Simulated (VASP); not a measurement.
A run of VASP 6.6.1 is set up as follows.

File INCAR:

```
SYSTEM = Al2O3
PREC = Accurate ; ENCUT = 600
EDIFF = 1E-7 ; ISMEAR = 0
SIGMA = 0.02 ; LREAL = .False.
LASPH = .True. ; NELM = 80
ALGO = Normal ; ISIF = 4
LWAVE = .False. ; LCHARG = .False.
GGA = PE ; IBRION = 2
NSW = 50 ; EDIFFG = -0.01
```

File KPOINTS:

```
regular mesh
0
Gamma
  6 6 6
  0 0 0
```

Contents of POSCAR:

```
Al2O3
1.0
    2.3561875646      1.3603455247      4.2818701253
   -2.3561875646      1.3603455247      4.2818701253
    0.0000000000     -2.7206910493      4.2818701253
Al O
4 6
Direct
    0.3520993619      0.3520993619      0.3520993619
    0.1479006381      0.1479006381      0.1479006381
    0.6479006381      0.6479006381      0.6479006381
    0.8520993619      0.8520993619      0.8520993619
    0.5564351811      0.9435648189      0.2500000000
    0.2500000000      0.5564351811      0.9435648189
    0.9435648189      0.2500000000      0.5564351811
    0.4435648189      0.0564351811      0.7500000000
    0.7500000000      0.4435648189      0.0564351811
    0.0564351811      0.7500000000      0.4435648189
```

Potentials or basis: VASP PAW PBE potentials, release 64 (Al, O).

Command:

```bash
$ cat potpaw_PBE.64/Al/POTCAR potpaw_PBE.64/O/POTCAR > POTCAR
$ mpirun -np 1 vasp_std > vasp.out
```

Q: What does it give for the band gap on the k mesh?

A: 6.60 eV.

Stress tensor (GPa, compression positive):
```
15.59  0.00  0.00
 0.00 15.59  0.00
 0.00  0.00 15.76
```

A k mesh can miss the band edges.
